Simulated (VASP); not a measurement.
# Ag2Ir (I4/mmm) in VASP: single point with PBE

Aim: the single point of Ag2Ir with PBE.

Everything below comes from runs of VASP 6.6.1. Logs are shortened: lines on timing, memory, paths and dates and some standing lists are left out, and cuts for length are marked.

### Step 1. The cell of the first run

It takes space group I4/mmm (No. 139, tetragonal). Conventional cell: a = 2.749 Å, b = 2.749 Å, c = 13.069 Å, α = 90.00°, β = 90.00°, γ = 90.00°. Ag (site symmetry 4mm) has 8 Ag at 2.75 to 2.97 Å and 4 Ir at 2.89 Å within 3.6 Å. Within 3.6 Å of Ir (site symmetry 4/mmm) lie 4 Ir at 2.75 Å and 8 Ag at 2.89 Å.

### Step 2. Single point, PBE

File INCAR:

```
SYSTEM = Ag2Ir
  ALGO = Fast
  EDIFF = 1E-6
  ENCUT = 520
  GGA = PE
  ISIF = 2
  ISMEAR = 0
  LASPH = .True.
  LCHARG = .False.
  LREAL = .False.
  LWAVE = .False.
  NBANDS = 22
  NELM = 60
  PREC = Accurate
  SIGMA = 0.1
```

File KPOINTS:

```
k-points
0
Gamma
  24 24 24
  0 0 0
```

File POSCAR:

```
Ag2Ir
1.0
   -1.3747125287      1.3747125287      6.5343973274
    1.3747125287     -1.3747125287      6.5343973274
    1.3747125287      1.3747125287     -6.5343973274
Ag Ir
2 1
Direct
    0.6638659075      0.6638659075      0.0000000000
    0.3361340925      0.3361340925      0.0000000000
    0.0000000000      0.0000000000      0.0000000000
```

Potentials or basis: VASP PAW PBE potentials, release 64 (Ag, Ir).

Launch:

```sh
> cat potpaw_PBE.64/Ag/POTCAR potpaw_PBE.64/Ir/POTCAR > POTCAR
> mpirun -np 1 vasp_std > vasp.out
```

OUTCAR:

```text
SYSTEM = Ag2Ir
   EDIFF = 1E-6
   ENCUT = 520
   GGA = PE
   ISIF = 2
   ISMEAR = 0
   LASPH = .True.
   LREAL = .False.
   NELM = 60
   PREC = Accurate

 ion  position               nearest neighbor table
   1  0.664  0.664  0.000-   3 2.89   3 2.89   3 2.89   3 2.89   2 2.97   2 2.97   2 2.97   2 2.97

   2  0.336  0.336  0.000-   3 2.89   3 2.89   3 2.89   3 2.89   1 2.97   1 2.97   1 2.97   1 2.97

   3  0.000  0.000  0.000-   1 2.89   1 2.89   1 2.89   1 2.89   2 2.89   2 2.89   2 2.89   2 2.89

  LATTYP: Found a body centered tetragonal cell.
 ALAT       =     2.7494250574
 C/A-ratio  =     4.7532827344

  Lattice vectors:

 A1 = (  -1.3747125287,   1.3747125287,   6.5343973274)
 A2 = (   1.3747125287,  -1.3747125287,   6.5343973274)
 A3 = (   1.3747125287,   1.3747125287,  -6.5343973274)

Analysis of symmetry for initial positions (statically):
=====================================================================
 Subroutine PRICEL returns:
 Original cell was already a primitive cell.

 Routine SETGRP: Setting up the symmetry group for a
 body centered tetragonal supercell.

 Subroutine GETGRP returns: Found 16 space group operations
 (whereof 16 operations were pure point group operations)
 out of a pool of 16 trial point group operations.

The static configuration has the point symmetry D_4h.

Analysis of symmetry for dynamics (positions and initial velocities):
=====================================================================
 Subroutine PRICEL returns:
 Original cell was already a primitive cell.

 Routine SETGRP: Setting up the symmetry group for a
 body centered tetragonal supercell.

 Subroutine GETGRP returns: Found 16 space group operations
 (whereof 16 operations were pure point group operations)
 out of a pool of 16 trial point group operations.

The dynamic configuration has the point symmetry D_4h.

 Subroutine INISYM returns: Found 16 space group operations
 (whereof 16 operations are pure point group operations),
 and found     1 'primitive' translations

----------------------------------------------------------------------------------------

                                     Primitive cell

  volume of cell :      49.3957

  direct lattice vectors                    reciprocal lattice vectors
    -1.374712529  1.374712529  6.534397327     0.000000000  0.363712405  0.076518151
     1.374712529 -1.374712529  6.534397327     0.363712405  0.000000000  0.076518151
     1.374712529  1.374712529 -6.534397327     0.363712405  0.363712405  0.000000000

  length of vectors
     6.817478823  6.817478823  6.817478823     0.371674240  0.371674240  0.514367016

  position of ions in fractional coordinates (direct lattice)
     0.663865907  0.663865907  0.000000000
     0.336134092  0.336134092  0.000000000
     0.000000000  0.000000000  0.000000000

  ion indices of the primitive-cell ions
   primitive index   ion index
                 1           1
                 2           2
                 3           3

----------------------------------------------------------------------------------------

 KPOINTS: k-points

Automatic generation of k-mesh.
 Grid dimensions read from file:
 generate k-points for:   24   24   24

 Generating k-lattice:

  Cartesian coordinates                     Fractional coordinates (reciprocal lattice)
     0.000000000  0.015154684  0.003188256     0.041666667 -0.000000000  0.000000000
     0.015154684  0.000000000  0.003188256    -0.000000000  0.041666667  0.000000000
     0.015154684  0.015154684  0.000000000     0.000000000  0.000000000  0.041666667

  Length of vectors
     0.015486427  0.015486427  0.021431959

  Shift w.r.t. Gamma in fractional coordinates (k-lattice)
     0.000000000  0.000000000  0.000000000

 Subroutine IBZKPT returns following result:
 ===========================================

 Found   1063 irreducible k-points:

 Following reciprocal coordinates:
            Coordinates               Weight
  0.000000  0.000000  0.000000      1.000000
  0.041667  0.000000  0.000000      8.000000
  0.083333  0.000000  0.000000      8.000000
  0.125000 -0.000000  0.000000      8.000000
  0.166667 -0.000000  0.000000      8.000000
  0.208333  0.000000 -0.000000      8.000000
[... 16 lines left out ...]
  0.416667  0.041667  0.000000     16.000000
  0.458333  0.041667  0.000000     16.000000
 [... further k-points ...]
   k-points           NKPTS =   1063   k-points in BZ     NKDIM =   1063   number of bands    NBANDS=     22
   number of dos      NEDOS =    301   number of ions     NIONS =      3
   total plane-waves  NPLWV = 157464
   dimension x,y,z NGX =    54 NGY =   54 NGZ =   54
   dimension x,y,z NGXF=   108 NGYF=  108 NGZF=  108
   ions per type =               2   1
   NGX,Y,Z   is equivalent  to a cutoff of  13.17, 13.17, 13.17 a.u.
   NGXF,Y,Z  is equivalent  to a cutoff of  26.34, 26.34, 26.34 a.u.
 SYSTEM =  Ag2Ir
   PREC   = accura    normal or accurate (medium, high low for compatibility)
   ISTART =      0    job   : 0-new  1-cont  2-samecut
   ICHARG =      2    charge: 1-file 2-atom 10-const
   ISPIN  =      1    spin polarized calculation?
   LNONCOLLINEAR =      F non collinear calculations
   LSORBIT =      F    spin-orbit coupling
   LASPH  =      T    aspherical Exc in radial PAW
   ENCUT  =  520.0 eV  38.22 Ry    6.18 a.u.  12.68 12.68 12.68*2*pi/ulx,y,z
   NELM   =     60;   NELMIN=  2; NELMDL= -5     # of ELM steps
   EDIFF  = 0.1E-05   stopping-criterion for ELM
   LREAL  =      F    real-space projection
   EDIFFG = 0.1E-04   stopping-criterion for IOM
   NSW    =      0    number of steps for IOM
   IBRION =     -1    ionic relax: 0-MD 1-quasi-New 2-CG
   NFREE  =      0    steps in history (QN), initial steepest desc. (CG)
   ISIF   =      2    stress and relaxation
   ISYM   =      2    0-nonsym 1-usesym 2-fastsym
   POTIM  = 0.5000    time-step for ionic-motion
   TEBEG  =    0.0;   TEEND  =   0.0 temperature during run
   PSTRESS=    0.0 pullay stress
   NELECT =      31.0000    total number of electrons
   NUPDOWN=      -1.0000    fix difference up-down
   EMIN   =  10.00;   EMAX   =-10.00  energy-range for DOS
   EFERMI =   0.00;   METHOD = LEGACY
   ISMEAR =     0;   SIGMA  =   0.10  broadening in eV -4-tet -1-fermi 0-gaus
   EFERMI_NEDOS =   21; number of points for ismear=-14 and -15
   IALGO  =     68    algorithm
   IMIX   =      4    mixing-type and parameters
     AMIX     =   0.40;   BMIX     =  1.00
     AMIX_MAG =   1.60;   BMIX_MAG =  1.00
  volume/ion in A,a.u.               =      16.47       111.11
  Fermi-wavevector in a.u.,A,eV,Ry     =   1.401626  2.648690 26.729418  1.964557
  Thomas-Fermi vector in A             =   2.524469
   LORBIT       =      0    0 simple, 1 ext, 2 COOP (PROOUT), +10 PAW based schemes
   GGA     = PE    functional components
   LHFCALC =     F    Hartree Fock is set to
   AEXX    =    0.0000 exact exchange contribution
   IVDW    =     0    specifies the selected vdW correction
   LEPSILON=     F    determine dielectric tensor
   LRPA    =     F    only Hartree local field effects (RPA)
 non-spin polarized calculation
 RMM-DIIS sequential band-by-band and
 Gauss-broadening in eV      SIGMA  =   0.10
  energy-cutoff  :      520.00
  volume of cell :       49.40
 maximum number of plane-waves:      1348
 NGX is ok and might be reduce to    54
   NGX = 25   NGY = 25   NGZ = 25

 number of electron      31.0000003 magnetization

 Free energy of the ion-electron system (eV)
  ---------------------------------------------------
  ext. energy  EPLUGINS =         0.00000000
  ---------------------------------------------------
  free energy    TOTEN  =       -13.21734887 eV

  energy without entropy =      -13.20186386  energy(sigma->0) =      -13.20960637

 E-fermi :   8.2925     XC(G=0): -12.6352

 val. band max:        8.2924065702   @ k =  -0.0833   0.3750   0.0417
 cond. band min:       8.2928424691   @ k =  -0.1667  -0.2917   0.0833
 fundamental gap:      0.0004358990
 Fermi energy:         8.2925093070

 k-point     1 :       0.0000    0.0000    0.0000
  band No.  band energies     occupation
      1      -0.0426      2.00000
      2       2.1605      2.00000
      3       2.2179      2.00000
      4       2.2318      2.00000
      5       2.4917      2.00000
      6       4.1318      2.00000
[... 14 lines left out ...]
     21      22.6955      0.00000
     22      22.7226      0.00000

 k-point     2 :       0.0417    0.0000    0.0000
  band No.  band energies     occupation
      1       0.0031      2.00000
      2       2.1833      2.00000
      3       2.2505      2.00000
      4       2.2533      2.00000
      5       2.5141      2.00000
      6       4.1327      2.00000
[... 14 lines left out ...]
     21      22.2868      0.00000
     22      22.6298      0.00000

 k-point     3 :       0.0833    0.0000    0.0000
  band No.  band energies     occupation
      1       0.1382      2.00000
      2       2.2195      2.00000
      3       2.3278      2.00000
      4       2.3479      2.00000
      5       2.5977      2.00000
      6       4.0514      2.00000
[... 14 lines left out ...]
     21      21.3237      0.00000
     22      21.8153      0.00000

 k-point     4 :       0.1250   -0.0000    0.0000
  band No.  band energies     occupation
      1       0.3567      2.00000
      2       2.2541      2.00000
      3       2.4023      2.00000
      4       2.5199      2.00000
      5       2.7802      2.00000
      6       3.9124      2.00000
[... 14 lines left out ...]
     21      20.3296      0.00000
     22      21.2928      0.00000

 k-point     5 :       0.1667   -0.0000    0.0000
  band No.  band energies     occupation
      1       0.6474      2.00000
      2       2.2951      2.00000
      3       2.4491      2.00000
      4       2.7461      2.00000
      5       3.0652      2.00000
      6       3.7172      2.00000
[... 417 lines left out ...]
 k-point    22 :       0.3750    0.0417   -0.0000
  band No.  band energies     occupation
      1       2.0257      2.00000
      2       2.4248      2.00000
      3       2.6249      2.00000
      4       3.1530      2.00000
      5       3.4480      2.00000
      6       3.8675      2.00000
[... 14 lines left out ...]
     21      18.5484      0.00000
     22      19.1174      0.00000

 k-point    23 :       0.4167    0.0417    0.0000
  band No.  band energies     occupation
      1       1.9838      2.00000
      2       2.4819      2.00000
      3       2.6619      2.00000
      4       3.1300      2.00000
      5       3.4851      2.00000
      6       4.0011      2.00000
[... 14 lines left out ...]
     21      17.5810      0.00000
     22      19.2326      0.00000

 k-point    24 :       0.4583    0.0417    0.0000
  band No.  band energies     occupation
      1       1.9487      2.00000
      2       2.4997      2.00000
      3       2.6856      2.00000
      4       3.1242      2.00000
      5       3.4939      2.00000
      6       4.0468      2.00000
[... 14 lines left out ...]
     21      16.5717      0.00000
     22      19.6180      0.00000

 [... further k-points ...]
[... 5 lines left out ...]
  --------------------------------------------------------------------------------------
  -------------------------------------------------------------------------------------
  Total       -0.0516974     -0.0516974     -0.0454288      0.0000000      0.0000000      0.0000000
  in kB       -1.6768344     -1.6768344     -1.4735075      0.0000000      0.0000000      0.0000000
  external PRESSURE =      -1.6090588 kB  Pullay stress =       0.0000000 kB

 VOLUME and BASIS-vectors are now :
 -----------------------------------------------------------------------------
  energy-cutoff  :      520.00
  volume of cell :       49.40
      direct lattice vectors                 reciprocal lattice vectors
    -1.374712529  1.374712529  6.534397327     0.000000000  0.363712405  0.076518151
     1.374712529 -1.374712529  6.534397327     0.363712405  0.000000000  0.076518151
     1.374712529  1.374712529 -6.534397327     0.363712405  0.363712405  0.000000000

 POSITION                                       TOTAL-FORCE (eV/Angst)
 -----------------------------------------------------------------------------------
      0.00000      0.00000      8.67593         0.000000      0.000000      0.002984
      0.00000      0.00000      4.39287        -0.000000     -0.000000     -0.002984
      0.00000      0.00000      0.00000        -0.000000     -0.000000     -0.000000
 -----------------------------------------------------------------------------------
    total drift:                               -0.000000     -0.000000      0.000000

  FREE ENERGIE OF THE ION-ELECTRON SYSTEM (eV)
  ---------------------------------------------------
  free  energy   TOTEN  =       -13.2173488708 eV

  energy  without entropy=      -13.2018638595  energy(sigma->0) =      -13.20960637
```

Wall time 53 min (1 thread of Intel Xeon 6975P-C (Granite Rapids), shared host); peak memory 1.3 GiB.

Results:

| Quantity | Value |
| --- | --- |
| Free energy | -13.2173 eV |
| Pressure | -0.2 GPa |
| Band gap on the k mesh | zero (an odd number of electrons rules out a gap without spin polarisation) |

Forces on the atoms (eV/Å):
```
Ag   0.000  0.000  0.003
Ag   0.000  0.000 -0.003
Ir   0.000  0.000  0.000
```

Caveat: spin-orbit coupling is left out, which moves the levels of the heavy elements.
